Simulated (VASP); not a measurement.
# Tl2ZnCdC6N6 (Fm-3m) in VASP: notebook

Runs on Tl2ZnCdC6N6. Level: PBE. Tasks: single point.

All numbers are computed with VASP 6.6.1; they aren't measurements. Logs are shortened: lines on timing, memory, paths and dates and some standing lists are left out, and cuts for length are marked.

## Step 1: The cell of the first run

It takes space group Fm-3m (No. 225, cubic). Conventional cell: a = 10.357 Å, b = 10.357 Å, c = 10.357 Å, α = 90.00°, β = 90.00°, γ = 90.00°. Within 2.7 Å of Zn (site symmetry m-3m) lie 6 N at 2.01 Å. Within 4.9 Å of Tl (site symmetry -43m) lie 12 N at 3.71 Å and 12 C at 3.71 Å and 4 Zn at 4.48 Å and 4 Cd at 4.48 Å. Within 2.7 Å of Cd (site symmetry m-3m) lie 6 C at 2.00 Å. C (site symmetry 4mm) has 1 N at 1.17 Å within 1.6 Å. Within 1.6 Å of N (site symmetry 4mm) lie 1 C at 1.17 Å.

## Step 2: Single point, PBE

INCAR reads:

```
ALGO     = Normal         # electronic algorithm
EDIFF    = 1E-6           # SCF threshold, eV
ENCUT    = 520            # plane-wave cutoff, eV
GGA      = PE             # functional
ISIF     = 2              # what is computed and relaxed
ISMEAR   = 0              # smearing method
LASPH    = T              # aspherical terms in the spheres
LCHARG   = F              # write CHGCAR
LREAL    = Auto         
LWAVE    = F              # write WAVECAR
NBANDS   = 66             # bands
NELM     = 60             # most SCF steps
PREC     = Accurate       # precision mode
SIGMA    = 0.1            # smearing width, eV
```

KPOINTS reads:

```
k-points
0
Gamma
  4 4 4
```

POSCAR reads:

```
Tl2ZnCdC6N6
1.0
    0.0000000000      5.1785000000      5.1785000000
    5.1785000000      0.0000000000      5.1785000000
    5.1785000000      5.1785000000      0.0000000000
Zn Tl Cd C N
1 2 1 6 6
Direct
    0.5000000000      0.5000000000      0.5000000000
    0.2500000000      0.2500000000      0.2500000000
    0.7500000000      0.7500000000      0.7500000000
    0.0000000000      0.0000000000      0.0000000000
    0.8067973400      0.1932026600      0.1932026600
    0.1932026600      0.8067973400      0.1932026600
    0.1932026600      0.1932026600      0.8067973400
    0.1932026600      0.8067973400      0.8067973400
    0.8067973400      0.1932026600      0.8067973400
    0.8067973400      0.8067973400      0.1932026600
    0.6938302600      0.3061697400      0.3061697400
    0.3061697400      0.6938302600      0.3061697400
    0.3061697400      0.3061697400      0.6938302600
    0.3061697400      0.6938302600      0.6938302600
    0.6938302600      0.3061697400      0.6938302600
    0.6938302600      0.6938302600      0.3061697400
```

Potentials or basis: VASP PAW PBE potentials, release 64 (Zn, Tl_d, Cd, C, N).

The run is started by

```sh
$ cat potpaw_PBE.64/Zn/POTCAR potpaw_PBE.64/Tl_d/POTCAR potpaw_PBE.64/Cd/POTCAR potpaw_PBE.64/C/POTCAR potpaw_PBE.64/N/POTCAR > POTCAR
$ mpirun -np 1 vasp_std > vasp.out
```

OUTCAR:

```text
EDIFF = 1E-6
   ENCUT = 520
   GGA = PE
   ISIF = 2
   ISMEAR = 0
   LASPH = T
   LREAL = Auto
   NELM = 60
   PREC = Accurate

 ion  position               nearest neighbor table
   1  0.500  0.500  0.500-  11 2.01  12 2.01  13 2.01  14 2.01  15 2.01  16 2.01
   2  0.250  0.250  0.250-
   3  0.750  0.750  0.750-
   4  0.000  0.000  0.000-   5 2.00   6 2.00   7 2.00   8 2.00   9 2.00  10 2.00
   5  0.807  0.193  0.193-  11 1.17   4 2.00
   6  0.193  0.807  0.193-  12 1.17   4 2.00
   7  0.193  0.193  0.807-  13 1.17   4 2.00
   8  0.193  0.807  0.807-  14 1.17   4 2.00
   9  0.807  0.193  0.807-  15 1.17   4 2.00
  10  0.807  0.807  0.193-  16 1.17   4 2.00
  11  0.694  0.306  0.306-   5 1.17   1 2.01
  12  0.306  0.694  0.306-   6 1.17   1 2.01
  13  0.306  0.306  0.694-   7 1.17   1 2.01
  14  0.306  0.694  0.694-   8 1.17   1 2.01
  15  0.694  0.306  0.694-   9 1.17   1 2.01
  16  0.694  0.694  0.306-  10 1.17   1 2.01

  LATTYP: Found a face centered cubic cell.
 ALAT       =    10.3570000000

  Lattice vectors:

 A1 = (   0.0000000000,   5.1785000000,   5.1785000000)
 A2 = (   5.1785000000,   0.0000000000,   5.1785000000)
 A3 = (   5.1785000000,   5.1785000000,   0.0000000000)

Analysis of symmetry for initial positions (statically):
=====================================================================
 Subroutine PRICEL returns:
 Original cell was already a primitive cell.

 Routine SETGRP: Setting up the symmetry group for a
 face centered cubic supercell.

 Subroutine GETGRP returns: Found 48 space group operations
 (whereof 48 operations were pure point group operations)
 out of a pool of 48 trial point group operations.

The static configuration has the point symmetry O_h .

Analysis of symmetry for dynamics (positions and initial velocities):
=====================================================================
 Subroutine PRICEL returns:
 Original cell was already a primitive cell.

 Routine SETGRP: Setting up the symmetry group for a
 face centered cubic supercell.

 Subroutine GETGRP returns: Found 48 space group operations
 (whereof 48 operations were pure point group operations)
 out of a pool of 48 trial point group operations.

The dynamic configuration has the point symmetry O_h .

 Subroutine INISYM returns: Found 48 space group operations
 (whereof 48 operations are pure point group operations),
 and found     1 'primitive' translations

----------------------------------------------------------------------------------------

                                     Primitive cell

  volume of cell :     277.7422

  direct lattice vectors                    reciprocal lattice vectors
     0.000000000  5.178500000  5.178500000    -0.096553056  0.096553056  0.096553056
     5.178500000  0.000000000  5.178500000     0.096553056 -0.096553056  0.096553056
     5.178500000  5.178500000  0.000000000     0.096553056  0.096553056 -0.096553056

  length of vectors
     7.323504933  7.323504933  7.323504933     0.167234798  0.167234798  0.167234798

  position of ions in fractional coordinates (direct lattice)
     0.500000000  0.500000000  0.500000000
     0.250000000  0.250000000  0.250000000
     0.750000000  0.750000000  0.750000000
     0.000000000  0.000000000  0.000000000
     0.806797340  0.193202660  0.193202660
     0.193202660  0.806797340  0.193202660
[... 8 lines left out ...]
     0.693830260  0.306169740  0.693830260
     0.693830260  0.693830260  0.306169740

  ion indices of the primitive-cell ions
   primitive index   ion index
                 1           1
                 2           2
                 3           3
                 4           4
                 5           5
                 6           6
[... 8 lines left out ...]
                15          15
                16          16

----------------------------------------------------------------------------------------

 KPOINTS: k-points

Automatic generation of k-mesh.
 Grid dimensions read from file:
 generate k-points for:    4    4    4

 Generating k-lattice:

  Cartesian coordinates                     Fractional coordinates (reciprocal lattice)
    -0.024138264  0.024138264  0.024138264     0.250000000  0.000000000  0.000000000
     0.024138264 -0.024138264  0.024138264     0.000000000  0.250000000  0.000000000
     0.024138264  0.024138264 -0.024138264     0.000000000  0.000000000  0.250000000

  Length of vectors
     0.041808700  0.041808700  0.041808700

  Shift w.r.t. Gamma in fractional coordinates (k-lattice)
     0.000000000  0.000000000  0.000000000

 Subroutine IBZKPT returns following result:
 ===========================================

 Found      8 irreducible k-points:

 Following reciprocal coordinates:
            Coordinates               Weight
  0.000000  0.000000  0.000000      1.000000
  0.250000  0.000000  0.000000      8.000000
  0.500000  0.000000  0.000000      4.000000
  0.250000  0.250000  0.000000      6.000000
  0.500000  0.250000  0.000000     24.000000
 -0.250000  0.250000  0.000000     12.000000
  0.500000  0.500000  0.000000      3.000000
 -0.250000  0.500000  0.250000      6.000000
   k-points           NKPTS =      8   k-points in BZ     NKDIM =      8   number of bands    NBANDS=     66
   number of dos      NEDOS =    301   number of ions     NIONS =     16
   total plane-waves  NPLWV = 157464
   dimension x,y,z NGX =    54 NGY =   54 NGZ =   54
   dimension x,y,z NGXF=   108 NGYF=  108 NGZF=  108
   ions per type =               1   2   1   6   6
   NGX,Y,Z   is equivalent  to a cutoff of  12.26, 12.26, 12.26 a.u.
   NGXF,Y,Z  is equivalent  to a cutoff of  24.52, 24.52, 24.52 a.u.
 SYSTEM =  unknown system
   PREC   = accura    normal or accurate (medium, high low for compatibility)
   ISTART =      0    job   : 0-new  1-cont  2-samecut
   ICHARG =      2    charge: 1-file 2-atom 10-const
   ISPIN  =      1    spin polarized calculation?
   LNONCOLLINEAR =      F non collinear calculations
   LSORBIT =      F    spin-orbit coupling
   LASPH  =      T    aspherical Exc in radial PAW
   ENCUT  =  520.0 eV  38.22 Ry    6.18 a.u.  13.62 13.62 13.62*2*pi/ulx,y,z
   NELM   =     60;   NELMIN=  2; NELMDL= -5     # of ELM steps
   EDIFF  = 0.1E-05   stopping-criterion for ELM
   LREAL  =      T    real-space projection
   EDIFFG = 0.1E-04   stopping-criterion for IOM
   NSW    =      0    number of steps for IOM
   IBRION =     -1    ionic relax: 0-MD 1-quasi-New 2-CG
   NFREE  =      0    steps in history (QN), initial steepest desc. (CG)
   ISIF   =      2    stress and relaxation
   ISYM   =      2    0-nonsym 1-usesym 2-fastsym
   POTIM  = 0.5000    time-step for ionic-motion
   TEBEG  =    0.0;   TEEND  =   0.0 temperature during run
   PSTRESS=    0.0 pullay stress
   NELECT =     104.0000    total number of electrons
   NUPDOWN=      -1.0000    fix difference up-down
   EMIN   =  10.00;   EMAX   =-10.00  energy-range for DOS
   EFERMI =   0.00;   METHOD = LEGACY
   ISMEAR =     0;   SIGMA  =   0.10  broadening in eV -4-tet -1-fermi 0-gaus
   EFERMI_NEDOS =   21; number of points for ismear=-14 and -15
   IALGO  =     38    algorithm
   IMIX   =      4    mixing-type and parameters
     AMIX     =   0.40;   BMIX     =  1.00
     AMIX_MAG =   1.60;   BMIX_MAG =  1.00
  volume/ion in A,a.u.               =      17.36       117.14
  Fermi-wavevector in a.u.,A,eV,Ry     =   1.179973  2.229825 18.943876  1.392336
  Thomas-Fermi vector in A             =   2.316274
   LORBIT       =      0    0 simple, 1 ext, 2 COOP (PROOUT), +10 PAW based schemes
   GGA     = PE    functional components
   LHFCALC =     F    Hartree Fock is set to
   AEXX    =    0.0000 exact exchange contribution
   IVDW    =     0    specifies the selected vdW correction
   LEPSILON=     F    determine dielectric tensor
   LRPA    =     F    only Hartree local field effects (RPA)
 non-spin polarized calculation
 Gauss-broadening in eV      SIGMA  =   0.10
  energy-cutoff  :      520.00
  volume of cell :      277.74
 maximum number of plane-waves:      7523
   NGX = 27   NGY = 27   NGZ = 27

 number of electron     103.9999994 magnetization

 Free energy of the ion-electron system (eV)
  ---------------------------------------------------
  ext. energy  EPLUGINS =         0.00000000
  ---------------------------------------------------
  free energy    TOTEN  =       -98.58583473 eV

  energy without entropy =      -98.58583473  energy(sigma->0) =      -98.58583473

 E-fermi :   3.1095     XC(G=0):  -8.6387

 val. band max:        2.6680170193   @ k =   0.5000   0.5000   0.0000
 cond. band min:       3.5330961820   @ k =   0.5000   0.5000   0.0000
 fundamental gap:      0.8650791627
 Fermi energy:         3.1094723965

 k-point     1 :       0.0000    0.0000    0.0000
  band No.  band energies     occupation
      1     -16.3292      2.00000
      2     -16.0222      2.00000
      3     -16.0222      2.00000
      4     -16.0222      2.00000
      5     -15.9284      2.00000
      6     -15.9284      2.00000
[... 56 lines left out ...]
     63       5.9627      0.00000
     64       5.9627      0.00000

 k-point     2 :       0.2500    0.0000    0.0000
  band No.  band energies     occupation
      1     -16.2966      2.00000
      2     -16.0586      2.00000
      3     -16.0133      2.00000
      4     -16.0132      2.00000
      5     -15.9378      2.00000
      6     -15.9378      2.00000
[... 56 lines left out ...]
     63       6.0326      0.00000
     64       6.0326      0.00000

 k-point     3 :       0.5000    0.0000    0.0000
  band No.  band energies     occupation
      1     -16.2488      2.00000
      2     -16.1100      2.00000
      3     -16.0010      2.00000
      4     -16.0010      2.00000
      5     -15.9504      2.00000
      6     -15.9504      2.00000
[... 56 lines left out ...]
     63       5.8329      0.00000
     64       5.8329      0.00000

 k-point     4 :       0.2500    0.2500    0.0000
  band No.  band energies     occupation
      1     -16.2885      2.00000
      2     -16.0388      2.00000
      3     -16.0233      2.00000
      4     -16.0233      2.00000
      5     -15.9576      2.00000
      6     -15.9273      2.00000
[... 56 lines left out ...]
     63       6.1069      0.00000
     64       6.1069      0.00000

 k-point     5 :       0.5000    0.2500    0.0000
  band No.  band energies     occupation
      1     -16.2459      2.00000
      2     -16.0821      2.00000
      3     -16.0144      2.00000
      4     -16.0140      2.00000
      5     -15.9698      2.00000
      6     -15.9364      2.00000
[... 56 lines left out ...]
     63       6.0476      0.00000
     64       6.0765      0.00000

 k-point     6 :      -0.2500    0.2500    0.0000
  band No.  band energies     occupation
      1     -16.2576      2.00000
      2     -16.0820      2.00000
      3     -16.0248      2.00000
      4     -16.0010      2.00000
      5     -15.9503      2.00000
      6     -15.9456      2.00000
[... 56 lines left out ...]
     63       6.1317      0.00000
     64       6.2333      0.00000

 k-point     7 :       0.5000    0.5000    0.0000
  band No.  band energies     occupation
      1     -16.2416      2.00000
      2     -16.0283      2.00000
      3     -16.0242      2.00000
      4     -16.0242      2.00000
      5     -16.0192      2.00000
      6     -15.9262      2.00000
[... 56 lines left out ...]
     63       6.2556      0.00000
     64       6.2556      0.00000

 k-point     8 :      -0.2500    0.5000    0.2500
  band No.  band energies     occupation
      1     -16.2333      2.00000
      2     -16.0731      2.00000
      3     -16.0262      2.00000
      4     -16.0262      2.00000
      5     -15.9634      2.00000
      6     -15.9415      2.00000
[... 56 lines left out ...]
     63       6.1875      0.00000
     64       6.2198      0.00000
 [bands above 64 left out]

------------------------ aborting loop because EDIFF is reached ----------------------------------------

  FORCE on cell =-STRESS in cart. coord.  units (eV):
  Direction    XX          YY          ZZ          XY          YZ          ZX
  --------------------------------------------------------------------------------------
  -------------------------------------------------------------------------------------
  Total       32.5754417     32.5754417     32.5754417     -0.0000000      0.0000000      0.0000000
  in kB      187.9139225    187.9139225    187.9139225     -0.0000000      0.0000000      0.0000000
  external PRESSURE =     187.9139225 kB  Pullay stress =       0.0000000 kB

 VOLUME and BASIS-vectors are now :
 -----------------------------------------------------------------------------
  energy-cutoff  :      520.00
  volume of cell :      277.74
      direct lattice vectors                 reciprocal lattice vectors
     0.000000000  5.178500000  5.178500000    -0.096553056  0.096553056  0.096553056
     5.178500000  0.000000000  5.178500000     0.096553056 -0.096553056  0.096553056
     5.178500000  5.178500000  0.000000000     0.096553056  0.096553056 -0.096553056

 POSITION                                       TOTAL-FORCE (eV/Angst)
 -----------------------------------------------------------------------------------
      5.17850      5.17850      5.17850         0.000000      0.000000     -0.000000
      2.58925      2.58925      2.58925        -0.000000     -0.000000     -0.000000
      7.76775      7.76775      7.76775         0.000000      0.000000      0.000000
      0.00000      0.00000      0.00000         0.000000     -0.000000      0.000000
      2.00100      5.17850      5.17850         5.234441      0.000000      0.000000
      5.17850      2.00100      5.17850         0.000000      5.234441      0.000000
[... 8 lines left out ...]
      5.17850      7.18600      5.17850         0.000000      0.665223      0.000000
      5.17850      5.17850      7.18600         0.000000      0.000000      0.665223
 -----------------------------------------------------------------------------------
    total drift:                                0.000000      0.000000      0.000000

  FREE ENERGIE OF THE ION-ELECTRON SYSTEM (eV)
  ---------------------------------------------------
  free  energy   TOTEN  =       -98.5858347256 eV

  energy  without entropy=      -98.5858347256  energy(sigma->0) =      -98.58583473
```

Wall time 9.5 min (1 thread of AMD EPYC 7R13, shared host); peak memory 0.46 GiB.

What came out:

```yaml
Free_energy: -98.5858 eV
Pressure: 18.8 GPa
Largest_force: 5.234 eV/Å
Band_gap_on_the_k_mesh: 0.87 eV
```

Forces in eV/Å, atoms in the order of the input:
```
Zn   0.000  0.000  0.000
Tl   0.000  0.000  0.000
Tl   0.000  0.000  0.000
Cd   0.000  0.000  0.000
C    5.234  0.000  0.000
C    0.000  5.234  0.000
C    0.000  0.000  5.234
C   -5.234  0.000  0.000
C    0.000 -5.234  0.000
C    0.000  0.000 -5.234
N   -0.665  0.000  0.000
N    0.000 -0.665  0.000
N    0.000  0.000 -0.665
N    0.665  0.000  0.000
N    0.000  0.665  0.000
N    0.000  0.000  0.665
```

Levels at points of the mesh, in eV from the valence-band top:
```csv
k point,band 49,band 50,band 51,band 52,band 53,band 54,band 55,band 56
"(0.00, 0.00, 0.00)",-3.35,-3.35,-0.05,-0.05,1.60,1.60,1.60,2.39
"(0.50, 0.00, 0.00)",-2.67,-2.67,-0.32,-0.32,1.20,1.24,1.77,1.77
"(0.50, 0.50, 0.00)",-3.35,-3.00,-0.53,0.00,0.87,1.38,1.38,1.86
```

Caveat: the cell stands under pressure; spin-orbit coupling is left out, which moves the levels of the heavy elements; forces of over 1 eV/Å act on the atoms, so gaps and moduli don't describe the material at rest.

(Continued in part 2 of 2.)
